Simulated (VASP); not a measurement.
Here is a VASP 6.6.1 calculation.

File INCAR:

```
PREC     = Accurate       # precision mode
ENCUT    = 520            # plane-wave cutoff, eV
EDIFF    = 1E-6           # SCF threshold, eV
ISMEAR   = -1             # smearing method
SIGMA    = 0.05           # smearing width, eV
LREAL    = F              # projectors in reciprocal space
LASPH    = T              # aspherical terms in the spheres
NELM     = 150            # most SCF steps
ALGO     = Normal         # electronic algorithm
ISIF     = 2              # what is computed and relaxed
LWAVE    = F              # write WAVECAR
LCHARG   = F              # write CHGCAR
ISPIN    = 2              # spin polarisation
MAGMOM   = 4 4 0 0 0 0    # initial moments
LORBIT   = 11             # projections on sites
LMAXMIX  = 4              # l up to which the mixer works
GGA      = PE             # functional
NBANDS   = 38             # bands
```

File KPOINTS:

```
Automatic mesh
0
Gamma
  8 8 12
```

POSCAR

```
MnO2
1.0
    4.3960000000      0.0000000000      0.0000000000
    0.0000000000      4.3960000000      0.0000000000
    0.0000000000      0.0000000000      2.8710000000
Mn O
2 4
Direct
    0.0000000000      0.0000000000      0.0000000000
    0.5000000000      0.5000000000      0.5000000000
    0.3020000000      0.3020000000      0.0000000000
    0.1980000000      0.8020000000      0.5000000000
    0.6980000000      0.6980000000      0.0000000000
    0.8020000000      0.1980000000      0.5000000000
```

Potentials or basis: VASP PAW PBE potentials, release 64 (Mn_pv, O).

Run with:

```sh
$ cat potpaw_PBE.64/Mn_pv/POTCAR potpaw_PBE.64/O/POTCAR > POTCAR
$ mpirun -np 1 vasp_std > vasp.out
```

(1) Predict the largest force.

(2) Estimate the site moments.

(3) Predict the pressure.

(4) Estimate the band gap on the k mesh.

Results:

(1) 0.449 eV/Å.

(2) Mn +2.69; O +0.10 μB.

(3) 6.3 GPa.

(4) zero (filled and empty bands overlap).

Caveat: semilocal functionals often make such compounds metallic where correlation or magnetic order opens a gap, which also shifts bond lengths; only a ferromagnetic start was run, and an antiferromagnetic order may lie lower in energy.
